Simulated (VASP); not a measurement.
# W in VASP: further runs, part 2 of 2

VASP 6.6.1. The steps go on from the part before.

## (3) Single point, PBEsol

This run uses another cell than the first one.

INCAR reads:

```
PREC = Accurate ; ENCUT = 520
EDIFF = 1E-6 ; ISMEAR = 1
SIGMA = 0.1 ; LREAL = F
LASPH = T ; NELM = 80
ALGO = Normal ; ISIF = 2
LWAVE = F ; LCHARG = F
LDIPOL = T ; IDIPOL = 3
DIPOL = 0.5 0.5 0.500 ; GGA = PS
NBANDS = 111
```

KPOINTS reads:

```
regular mesh
0
Gamma
  9 9 1
```

POSCAR reads:

```
W
1.0
    4.4608020642      0.0000000000      0.0000000000
    2.2304010321      3.8631679088      0.0000000000
    0.0000000000      0.0000000000     27.8372463100
W
14
Direct
    0.6666666667      0.6666666667      0.2966445411
    0.0000000000      0.0000000000      0.3222878075
    0.3333333333      0.3333333333      0.3474851946
    0.6666666667      0.6666666667      0.3859840354
    0.0000000000      0.0000000000      0.4168798901
    0.3333333333      0.3333333333      0.4507076801
    0.6666666667      0.6666666667      0.4832095738
    0.0000000000      0.0000000000      0.5167904256
    0.3333333333      0.3333333333      0.5492923211
    0.6666666667      0.6666666667      0.5831201090
    0.0000000000      0.0000000000      0.6140159647
    0.3333333333      0.3333333333      0.6525148045
    0.6666666667      0.6666666667      0.6777121920
    0.0000000000      0.0000000000      0.7033554605
```

Potentials or basis: VASP PAW PBE potentials, release 64 (W_sv).

Started as:

```console
$ cat potpaw_PBE.64/W_sv/POTCAR > POTCAR
$ mpirun -np 1 vasp_std > vasp.out
```

OUTCAR:

```text
PREC = Accurate
   ENCUT = 520
   EDIFF = 1E-6
   ISMEAR = 1
   LREAL = F
   LASPH = T
   NELM = 80
   ISIF = 2
   GGA = PS

 ion  position               nearest neighbor table
   1  0.667  0.667  0.297-   4 2.49   2 2.67   2 2.67   2 2.67   3 2.94   3 2.94   3 2.94
   2  0.000  0.000  0.322-   5 2.63   3 2.67   3 2.67   3 2.67   1 2.67   1 2.67   1 2.67   4 3.13
                             4 3.13   4 3.13
   3  0.333  0.333  0.347-   2 2.67   2 2.67   2 2.67   4 2.79   4 2.79   4 2.79   6 2.87   1 2.94
                             1 2.94   1 2.94   5 3.22   5 3.22   5 3.22
   4  0.667  0.667  0.386-   1 2.49   7 2.71   5 2.72   5 2.72   5 2.72   3 2.79   3 2.79   3 2.79
                             2 3.13   2 3.13   2 3.13   6 3.14   6 3.14   6 3.14
   5  0.000  0.000  0.417-   2 2.63   4 2.72   4 2.72   4 2.72   6 2.74   6 2.74   6 2.74   8 2.78
                             7 3.17   7 3.17   7 3.17   3 3.22   3 3.22   3 3.22
   6  0.333  0.333  0.451-   7 2.73   7 2.73   7 2.73   5 2.74   5 2.74   5 2.74   9 2.74   3 2.87
                             4 3.14   4 3.14   4 3.14   8 3.16   8 3.16   8 3.16
   7  0.667  0.667  0.483-   4 2.71   6 2.73   6 2.73   6 2.73   8 2.74   8 2.74   8 2.74  10 2.78
                             9 3.16   9 3.16   9 3.16   5 3.17   5 3.17   5 3.17
   8  0.000  0.000  0.517-  11 2.71   9 2.73   9 2.73   9 2.73   7 2.74   7 2.74   7 2.74   5 2.78
                             6 3.16   6 3.16   6 3.16  10 3.17  10 3.17  10 3.17
   9  0.333  0.333  0.549-   8 2.73   8 2.73   8 2.73  10 2.74  10 2.74  10 2.74   6 2.74  12 2.87
                            11 3.14  11 3.14  11 3.14   7 3.16   7 3.16   7 3.16
  10  0.667  0.667  0.583-  13 2.63  11 2.72  11 2.72  11 2.72   9 2.74   9 2.74   9 2.74   7 2.78
                             8 3.17   8 3.17   8 3.17  12 3.22  12 3.22  12 3.22
  11  0.000  0.000  0.614-  14 2.49   8 2.71  10 2.72  10 2.72  10 2.72  12 2.79  12 2.79  12 2.79
                            13 3.13  13 3.13  13 3.13   9 3.14   9 3.14   9 3.14
  12  0.333  0.333  0.653-  13 2.67  13 2.67  13 2.67  11 2.79  11 2.79  11 2.79   9 2.87  14 2.94
                            14 2.94  14 2.94  10 3.22  10 3.22  10 3.22
  13  0.667  0.667  0.678-  10 2.63  12 2.67  12 2.67  12 2.67  14 2.67  14 2.67  14 2.67  11 3.13
                            11 3.13  11 3.13
  14  0.000  0.000  0.703-  11 2.49  13 2.67  13 2.67  13 2.67  12 2.94  12 2.94  12 2.94

  LATTYP: Found a hexagonal cell.
 ALAT       =     4.4608020642
 C/A-ratio  =     6.2404128024

[... 198 lines left out ...]
 E-fermi :   2.9051     XC(G=0):  -7.1080

 val. band max:        2.8846032904   @ k =   0.2222   0.1111   0.0000
 cond. band min:       2.9330028351   @ k =   0.0000   0.0000   0.0000
 fundamental gap:      0.0483995447
 Fermi energy:         2.9051335391

 k-point     1 :       0.0000    0.0000    0.0000
  band No.  band energies     occupation
      1     -71.1126      2.00000
      2     -71.0830      2.00000
      3     -71.0643      2.00000
      4     -71.0404      2.00000
      5     -71.0068      2.00000
      6     -70.9857      2.00000
[... 1345 lines left out ...]
    109       4.3579     -0.00000
    110       4.3579     -0.00000
 [bands above 110 left out]

------------------------ aborting loop because EDIFF is reached ----------------------------------------

 vacuum level on the upper side and lower side of the slab       (xc-potential included)        -0.124        -0.124

  FORCE on cell =-STRESS in cart. coord.  units (eV):
  Direction    XX          YY          ZZ          XY          YZ          ZX
  --------------------------------------------------------------------------------------
  -------------------------------------------------------------------------------------
  Total       -4.9957054     -4.9957054      1.0541559     -0.0000000     -0.0000000      0.0000000
  in kB      -16.6849378    -16.6849378      3.5207291     -0.0000000     -0.0000000      0.0000000
  external PRESSURE =      -9.9497155 kB  Pullay stress =       0.0000000 kB

 VOLUME and BASIS-vectors are now :
 -----------------------------------------------------------------------------
  energy-cutoff  :      520.00
  volume of cell :      479.71
      direct lattice vectors                 reciprocal lattice vectors
     4.460802064  0.000000000  0.000000000     0.224174932 -0.129427457  0.000000000
     2.230401032  3.863167909  0.000000000     0.000000000  0.258854915  0.000000000
     0.000000000  0.000000000 27.837246310     0.000000000  0.000000000  0.035923093

 POSITION                                       TOTAL-FORCE (eV/Angst)
 -----------------------------------------------------------------------------------
      4.46080      2.57545      8.25777        -0.000000      0.000000     -0.100612
      0.00000      0.00000      8.97161         0.000000      0.000000     -0.022690
      2.23040      1.28772      9.67303        -0.000000     -0.000000      0.006468
      4.46080      2.57545     10.74473         0.000000      0.000000      0.006767
      0.00000      0.00000     11.60479        -0.000000     -0.000000      0.021107
      2.23040      1.28772     12.54646        -0.000000      0.000000     -0.019280
      4.46080      2.57545     13.45122        -0.000000      0.000000      0.014185
      0.00000      0.00000     14.38602         0.000000      0.000000     -0.014185
      2.23040      1.28772     15.29079         0.000000     -0.000000      0.019280
      4.46080      2.57545     16.23246         0.000000      0.000000     -0.021107
      0.00000      0.00000     17.09251        -0.000000      0.000000     -0.006767
      2.23040      1.28772     18.16422         0.000000      0.000000     -0.006468
      4.46080      2.57545     18.86564        -0.000000     -0.000000      0.022690
      0.00000      0.00000     19.57948         0.000000      0.000000      0.100612
 -----------------------------------------------------------------------------------
    total drift:                               -0.000000     -0.000000      0.000805

  FREE ENERGIE OF THE ION-ELECTRON SYSTEM (eV)
  ---------------------------------------------------
  free  energy   TOTEN  =      -184.7961387061 eV

  energy  without entropy=     -184.8063978788  energy(sigma->0) =     -184.79955843

 vacuum level on the upper side and lower side of the slab         7.018         7.018
```

OSZICAR:

```text
N       E                     dE             d eps       ncg     rms          rms(c)
DAV:   1     0.276390269253E+04    0.27639E+04   -0.12313E+05  3056   0.181E+03
DAV:   2    -0.408548746499E+02   -0.28048E+04   -0.27591E+04  2940   0.586E+02
DAV:   3    -0.189120851747E+03   -0.14827E+03   -0.14372E+03  3277   0.130E+02
[... 23 lines left out ...]
DAV:  27    -0.184796119240E+03   -0.21901E-04   -0.70913E-07  1808   0.221E-03    0.276E-03
DAV:  28    -0.184796128950E+03   -0.97106E-05   -0.47987E-07  1832   0.184E-03    0.118E-03
DAV:  29    -0.184796136010E+03   -0.70599E-05   -0.47383E-07  1840   0.130E-03    0.573E-04
DAV:  30    -0.184796138560E+03   -0.25496E-05   -0.19492E-07  1752   0.103E-03    0.889E-04
DAV:  31    -0.184796138706E+03   -0.14639E-06   -0.27707E-08  1616   0.579E-04
   1 F= -.18479614E+03 E0= -.18479956E+03  d E =0.102592E-01
```

stdout:

```text
POSCAR found type information on POSCAR W
 POSCAR found :  1 types and      14 ions
 scaLAPACK will be used
 -----------------------------------------------------------------------------
|                                                                             |
|                                                                             |
|     You enforced a specific xc type in the INCAR file but a different       |
|     I HOPE YOU KNOW WHAT YOU ARE DOING!                                     |
|                                                                             |
 -----------------------------------------------------------------------------

 LDA part: xc-table for (Slater+PW92), standard interpolation
 POSCAR, INCAR and KPOINTS ok, starting setup
 FFT: planning ... GRIDC
 FFT: planning ... GRID_SOFT
 FFT: planning ... GRID
 WAVECAR not read
 entering main loop
```

Run time: 62 min. Hardware: 1 thread of Intel Xeon 8259CL, shared host; peak memory 0.83 GiB.

What came out:

```
Free energy            : -184.7961 eV
Largest force          : 0.101 eV/Å
Band gap on the k mesh : zero (bands 98 and 99 overlap by 0.44 eV)
```

Forces on the atoms (eV/Å):
```
W    0.000  0.000 -0.101
W    0.000  0.000 -0.023
W    0.000  0.000  0.006
W    0.000  0.000  0.007
W    0.000  0.000  0.021
W    0.000  0.000 -0.019
W    0.000  0.000  0.014
W    0.000  0.000 -0.014
W    0.000  0.000  0.019
W    0.000  0.000 -0.021
W    0.000  0.000 -0.007
W    0.000  0.000 -0.006
W    0.000  0.000  0.023
W    0.000  0.000  0.101
```

Levels at points of the mesh, in eV from the Fermi level:
| k point | band 95 | band 96 | band 97 | band 98 | band 99 | band 100 | band 101 | band 102 |
| --- | --- | --- | --- | --- | --- | --- | --- | --- |
| (0.00, 0.00, 0.00) | -0.99 | -0.94 | -0.94 | -0.23 | 0.03 | 1.26 | 1.75 | 1.75 |

Caveat: the PAW data sets were made with another functional, which shifts forces and pressure a little; spin-orbit coupling is left out, which moves the levels of the heavy elements.

## (4) Single point, PBEsol

This run uses another cell than the first one: it holds 7 atoms, not 14.

INCAR reads:

```
ALGO     = Normal         # electronic algorithm
DIPOL    = 0.5 0.5 0.500
EDIFF    = 1E-6           # SCF threshold, eV
ENCUT    = 520            # plane-wave cutoff, eV
GGA      = PS             # functional
IDIPOL   = 3            
ISIF     = 2              # what is computed and relaxed
ISMEAR   = 1              # smearing method
LASPH    = T              # aspherical terms in the spheres
LCHARG   = F              # write CHGCAR
LDIPOL   = T            
LREAL    = F              # projectors in reciprocal space
LWAVE    = F              # write WAVECAR
NBANDS   = 58             # bands
NELM     = 60             # most SCF steps
PREC     = Accurate       # precision mode
SIGMA    = 0.1            # smearing width, eV
```

KPOINTS reads:

```
k-points
0
Gamma
  7 7 1
```

POSCAR reads:

```
W
1.0
    4.4608020640      0.0000000000      0.0000000000
    2.2304010320      3.8631679090      0.0000000000
    0.0000000000      0.0000000000     21.4633444510
W
7
Direct
    0.0000000000      0.0000000000      0.3727284915
    0.3333333333      0.3333333333      0.4151523277
    0.6666666667      0.6666666667      0.4575761638
    0.0000000000      0.0000000000      0.5000000000
    0.3333333333      0.3333333333      0.5424238362
    0.6666666667      0.6666666667      0.5848476723
    0.0000000000      0.0000000000      0.6272715085
```

Potentials or basis: VASP PAW PBE potentials, release 64 (W_sv).

Started as:

```console
$ cat potpaw_PBE.64/W_sv/POTCAR > POTCAR
$ mpirun -np 1 vasp_std > vasp.out
```

OUTCAR:

```text
EDIFF = 1E-6
   ENCUT = 520
   GGA = PS
   ISIF = 2
   ISMEAR = 1
   LASPH = T
   LREAL = F
   NELM = 60
   PREC = Accurate

 ion  position               nearest neighbor table
   1  0.000  0.000  0.373-   2 2.73   2 2.73   2 2.73   4 2.73   3 3.15   3 3.15   3 3.15
   2  0.333  0.333  0.415-   3 2.73   3 2.73   1 2.73   3 2.73   1 2.73   1 2.73   5 2.73   4 3.15
                             4 3.15   4 3.15
   3  0.667  0.667  0.458-   2 2.73   2 2.73   4 2.73   2 2.73   4 2.73   4 2.73   6 2.73   1 3.15
                             1 3.15   1 3.15   5 3.15   5 3.15   5 3.15
   4  0.000  0.000  0.500-   3 2.73   5 2.73   3 2.73   5 2.73   5 2.73   3 2.73   1 2.73   7 2.73
                             6 3.15   2 3.15   2 3.15   6 3.15   2 3.15   6 3.15
   5  0.333  0.333  0.542-   6 2.73   6 2.73   4 2.73   6 2.73   4 2.73   4 2.73   2 2.73   7 3.15
                             7 3.15   7 3.15   3 3.15   3 3.15   3 3.15
   6  0.667  0.667  0.585-   5 2.73   5 2.73   7 2.73   5 2.73   7 2.73   7 2.73   3 2.73   4 3.15
                             4 3.15   4 3.15
   7  0.000  0.000  0.627-   6 2.73   6 2.73   6 2.73   4 2.73   5 3.15   5 3.15   5 3.15

  LATTYP: Found a hexagonal cell.
 ALAT       =     4.4608020643
 C/A-ratio  =     4.8115437856

  Lattice vectors:

 A1 = (  -2.2304010320,  -3.8631679090,   0.0000000000)
 A2 = (   4.4608020640,   0.0000000000,   0.0000000000)
 A3 = (   0.0000000000,   0.0000000000,  21.4633444510)

Analysis of symmetry for initial positions (statically):
=====================================================================
 Subroutine PRICEL returns:
 Original cell was already a primitive cell.

 Routine SETGRP: Setting up the symmetry group for a
 hexagonal supercell.

 Subroutine GETGRP returns: Found 12 space group operations
 (whereof 12 operations were pure point group operations)
 out of a pool of 24 trial point group operations.

The static configuration has the point symmetry D_3d.

Analysis of symmetry for dynamics (positions and initial velocities):
=====================================================================
[... 136 lines left out ...]
  energy-cutoff  :      520.00
  volume of cell :      369.87
 maximum number of plane-waves:     10007
 NGX is ok and might be reduce to    36

 dipolmoment           0.000000      0.000000      0.000000 electrons x Angstroem

 number of electron      98.0000006 magnetization

 dipolmoment           0.000000      0.000000     -0.000000 electrons x Angstroem

 Free energy of the ion-electron system (eV)
  ---------------------------------------------------
  ext. energy  EPLUGINS =         0.00000000
  ---------------------------------------------------
  free energy    TOTEN  =       -87.31501663 eV

  energy without entropy =      -87.31529291  energy(sigma->0) =      -87.31510872

 E-fermi :   0.5718     XC(G=0):  -5.2879

 val. band max:        0.4860057218   @ k =  -0.4286   0.1429   0.0000
 cond. band min:       0.5760531711   @ k =   0.1429  -0.0000   0.0000
 fundamental gap:      0.0900474493
 Fermi energy:         0.5718280042

 k-point     1 :       0.0000    0.0000    0.0000
  band No.  band energies     occupation
      1     -73.5922      2.00000
      2     -73.5511      2.00000
      3     -73.3899      2.00000
      4     -73.3829      2.00000
      5     -73.3489      2.00000
      6     -73.0944      2.00000
[... 477 lines left out ...]
     57       2.1493     -0.00000
     58       2.2430     -0.00000

------------------------ aborting loop because EDIFF is reached ----------------------------------------

 vacuum level on the upper side and lower side of the slab       (xc-potential included)        -0.173        -0.173

  FORCE on cell =-STRESS in cart. coord.  units (eV):
  Direction    XX          YY          ZZ          XY          YZ          ZX
  --------------------------------------------------------------------------------------
  -------------------------------------------------------------------------------------
  Total      -13.7043282    -13.7043282    -12.6692558     -0.0000000     -0.0000000      0.0000000
  in kB      -59.3628031    -59.3628032    -54.8791977     -0.0000000     -0.0000000      0.0000000
  external PRESSURE =     -57.8682680 kB  Pullay stress =       0.0000000 kB

 VOLUME and BASIS-vectors are now :
 -----------------------------------------------------------------------------
  energy-cutoff  :      520.00
  volume of cell :      369.87
      direct lattice vectors                 reciprocal lattice vectors
     4.460802064  0.000000000  0.000000000     0.224174932 -0.129427457  0.000000000
     2.230401032  3.863167909  0.000000000     0.000000000  0.258854915  0.000000000
     0.000000000  0.000000000 21.463344451     0.000000000  0.000000000  0.046591061

 POSITION                                       TOTAL-FORCE (eV/Angst)
 -----------------------------------------------------------------------------------
      0.00000      0.00000      8.00000         0.000000      0.000000      2.568986
      2.23040      1.28772      8.91056         0.000000      0.000000      0.139775
      4.46080      2.57545      9.82111         0.000000      0.000000     -1.072619
      0.00000      0.00000     10.73167         0.000000      0.000000      0.000000
      2.23040      1.28772     11.64223        -0.000000     -0.000000      1.072619
      4.46080      2.57545     12.55279         0.000000     -0.000000     -0.139775
      0.00000      0.00000     13.46334         0.000000     -0.000000     -2.568986
 -----------------------------------------------------------------------------------
    total drift:                                0.000000      0.000000     -0.000000

  FREE ENERGIE OF THE ION-ELECTRON SYSTEM (eV)
  ---------------------------------------------------
  free  energy   TOTEN  =       -87.3150166324 eV

  energy  without entropy=      -87.3152929060  energy(sigma->0) =      -87.31510872

 vacuum level on the upper side and lower side of the slab         4.462         4.462
```

stdout:

```text
POSCAR found type information on POSCAR W
 POSCAR found :  1 types and       7 ions
 scaLAPACK will be used
 -----------------------------------------------------------------------------
|                                                                             |
|                                                                             |
|     You enforced a specific xc type in the INCAR file but a different       |
|     I HOPE YOU KNOW WHAT YOU ARE DOING!                                     |
|                                                                             |
 -----------------------------------------------------------------------------

 LDA part: xc-table for (Slater+PW92), standard interpolation
 POSCAR, INCAR and KPOINTS ok, starting setup
 FFT: planning ... GRIDC
 FFT: planning ... GRID_SOFT
 FFT: planning ... GRID
 WAVECAR not read
 entering main loop
```

It took 6 min on 1 thread of Intel Xeon Platinum 8259CL at 2.50GHz (Skylake/Cascade Lake), shared host; peak memory 0.51 GiB.

What came out:

- Free energy: -87.3150 eV
- Largest force: 2.569 eV/Å
- Band gap on the k mesh: zero (bands 49 and 50 overlap by 0.20 eV)

Forces in eV/Å, atoms in the order of the input:
```
W    0.000  0.000  2.569
W    0.000  0.000  0.140
W    0.000  0.000 -1.073
W    0.000  0.000  0.000
W    0.000  0.000  1.073
W    0.000  0.000 -0.140
W    0.000  0.000 -2.569
```

Levels at points of the mesh, in eV from the Fermi level:
```csv
k point,band 45,band 46,band 47,band 48,band 49,band 50,band 51,band 52,band 53,band 54
"(0.00, 0.00, 0.00)",-1.36,-1.36,-1.09,-1.09,-0.65,-0.17,1.02,1.51,1.51,1.69
```

Caveat: the PAW data sets were made with another functional, which shifts forces and pressure a little; spin-orbit coupling is left out, which moves the levels of the heavy elements.

## (5) Summary

| level | potentials or basis | cell | k mesh | gap on the mesh (eV) | largest force (eV/Å) |
| --- | --- | --- | --- | --- | --- |
| LDA | VASP PAW LDA potentials, release 64 (W_sv) | a = 4.434, b = 4.434, c = 27.765 Å, angles 90.0, 90.0, 60.0°, 14 atoms, atomic positions A | 9 × 9 × 1 | none | 0.20 |
| PBEsol | VASP PAW PBE potentials, release 64 (W_sv) | a = 4.461, b = 4.461, c = 27.837 Å, angles 90.0, 90.0, 60.0°, 14 atoms, atomic positions B | 9 × 9 × 1 | none | 0.10 |
| PBEsol | VASP PAW PBE potentials, release 64 (W_sv) | a = 4.461, b = 4.461, c = 21.463 Å, angles 90.0, 90.0, 60.0°, 7 atoms, atomic positions C | 7 × 7 × 1 | none | 2.57 |

Alike in all rows: task single point; no spin polarisation; cutoff (eV) 520; smearing methfessel-paxton 0.1 eV.

Caveats: spin-orbit coupling is left out, which moves the levels of the heavy elements; the PAW data sets were made with another functional, which shifts forces and pressure a little (at least some runs).

Absolute energies hang on the potentials; compare differences alone.
